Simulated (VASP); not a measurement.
A run of VASP 6.6.1:

The input INCAR:

```
SYSTEM = Ge
PREC = Accurate
ENCUT = 500
EDIFF = 1E-6
ISMEAR = -1
SIGMA = 0.02
LREAL = .FALSE.
LASPH = .TRUE.
NELM = 120
ALGO = Normal
ISIF = 2
LWAVE = .FALSE.
LCHARG = .FALSE.
GGA = PS
NBANDS = 13
GGA_COMPAT = .FALSE.
```

Contents of KPOINTS:

```
Automatic mesh
0
G
  7 7 7
  0 0 0
```

POSCAR

```
Ge
1.0
   -1.6730939124      1.6730939124      1.6730939124
    1.6730939124     -1.6730939124      1.6730939124
    1.6730939124      1.6730939124     -1.6730939124
Ge
1
Direct
    0.0000000000      0.0000000000      0.0000000000
```

Potentials or basis: VASP PAW PBE potentials, release 64 (Ge_d).

The run is started by

```bash
$ cat potpaw_PBE.64/Ge_d/POTCAR > POTCAR
$ mpirun -np 1 vasp_std > vasp.out
```

Hardware: 1 thread of Intel Xeon 6975P-C (shared host).

Problem. Estimate the wall time of this run.

Solution. Run time: 3 s on 1 thread of Intel Xeon 6975P-C (shared host), peak memory 0.13 GiB. Counts: scf iterations 10, k points 20.
